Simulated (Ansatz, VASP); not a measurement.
**Two plane-wave programs on MgS**

The input POSCAR:

```
MgS
1.0
    0.0000000000      2.8319511661      2.8319511661
    2.8319511661      0.0000000000      2.8319511661
    2.8319511661      2.8319511661      0.0000000000
Mg S
1 1
Direct
    0.0000000000      0.0000000000      0.0000000000
    0.2500000000      0.2500000000      0.2500000000
```

File INCAR.step1:

```
  PREC = Accurate
  ENCUT = 660
  ISMEAR = 0
  SIGMA = 0.02
  LREAL = False
  LASPH = True
  NELM = 120
  NBANDS = 11
  GGA = PE
  ALGO = Normal
  EDIFF = 1E-5
  LWAVE = True
  LCHARG = False
  GGA_COMPAT = False
```

INCAR.step2

```
  PREC = Accurate
  ENCUT = 660
  EDIFF = 1E-6
  ISMEAR = 0
  SIGMA = 0.02
  LREAL = False
  LASPH = True
  NELM = 120
  ALGO = Normal
  ISIF = 2
  LWAVE = False
  LCHARG = True
  METAGGA = R2SCAN
  LMIXTAU = True
  LELF = True
  LVHAR = True
  NBANDS = 11
  ISTART = 1
  GGA_COMPAT = False
```

File KPOINTS:

```
Automatic mesh
0
Gamma
  8 8 8
```

Input for Ansatz:

```yaml
crystal:
  lattice:
    - [0.0, 2.8319511661, 2.8319511661]
    - [2.8319511661, 0.0, 2.8319511661]
    - [2.8319511661, 2.8319511661, 0.0]
  atoms:
    - { symbol: Mg, position: [0.0, 0.0, 0.0] }
    - { symbol: S, position: [0.25, 0.25, 0.25] }
basis:
  ecutwfc: 500
kpoints:
  mp_grid: { grid: [8, 8, 8] }
  band_path:
    path:
      - [[0.0, 0.0, 0.0], [-0.5, -0.5, 0.0], [-0.375, -0.375, 0.25]]
      - [[-0.375, 0.0, 0.375], [0.0, 0.0, 0.0], [0.0, 0.0, 0.5], [-0.5, -0.25, 0.25], [-0.5, -0.5, 0.0]]
    npoints: 10
hamiltonian:
  xc: r2scan
  pseudopotentials: { kind: paw, azcp: { folder: soft_1 } }
scf:
  occupations: { method: gaussian, width: 0.02 }
  n_extra_bands: 7
output:
  forces: true
  stress: true
  eigenvalues: true
```

Alike in both runs: task single point; functional r2SCAN; k mesh 8 × 8 × 8; occupations gaussian, width 0.02 eV; no spin polarisation.

|  | VASP | Ansatz |
| --- | --- | --- |
| version | VASP 6.6.1 | Ansatz 0.2.0 |
| potentials or method | VASP PAW PBE potentials, release 64 (Mg, S), cutoff 660 eV | scalar-relativistic, plane waves, PAW |
| valence electrons in the cell | 8 | 16 |

Ansatz gave:

```
gap on the k mesh at the Fermi level (eV) : 4.14
least direct gap on the mesh (eV)         : 4.14
pressure (GPa)                            : 0.0
```

Task: Which values does VASP return?

Result: gap on the k mesh at the Fermi level (eV): 4.12; least direct gap on the mesh (eV): 4.12; pressure (GPa): -0.3.

VASP's potentials were made for PBE, not for r2SCAN. The functional is the same, so the differences come from potentials, cutoffs and numerics. VASP's potentials hold 8 valence electrons a cell and Ansatz's 16, so a difference there can come from the potentials and not from the codes.
